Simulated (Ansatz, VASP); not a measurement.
## One calculation of GaN, two programs

```xyz
2
Lattice="0.0638 2.2490 2.2490 2.2490 0.0638 2.2490 2.3127 2.3127 0.0000" Properties=species:S:1:pos:R:3 pbc="T T T"
Ga    0.0000    0.0000    0.0185
N     1.1564    1.1564    1.1060
```

Change from the starting cell: shear_xy strain +5.7%.

Alike in both runs: task single point; functional PBE; k mesh 10 × 10 × 10; occupations fermi-dirac, width 0.02 eV; no spin polarisation.

```csv
,VASP,Ansatz
version,VASP 6.6.1,Ansatz 0.2.0
potentials or method,"VASP PAW PBE potentials, release 64 (Ga_d, N)","plane waves, PAW"
plane-wave cutoff (eV),520,420
valence electrons in the cell,18,18
```

```tsv
	VASP	Ansatz	Ansatz less VASP
gap on the k mesh at the Fermi level (eV)	1.51	1.50	-0.007
pressure (GPa)	6.4	6.4	-0.03
traceless stress, the component that is largest in VASP (GPa)	-8.79	-8.78	+0.016
rms of the force components (eV/Å)	0.022	0.024	+0.0027
```

Atom by atom the forces differ by 0.003 eV/Å (rms over components). With one functional, cell and mesh, what is left measures potentials, basis and numerics.
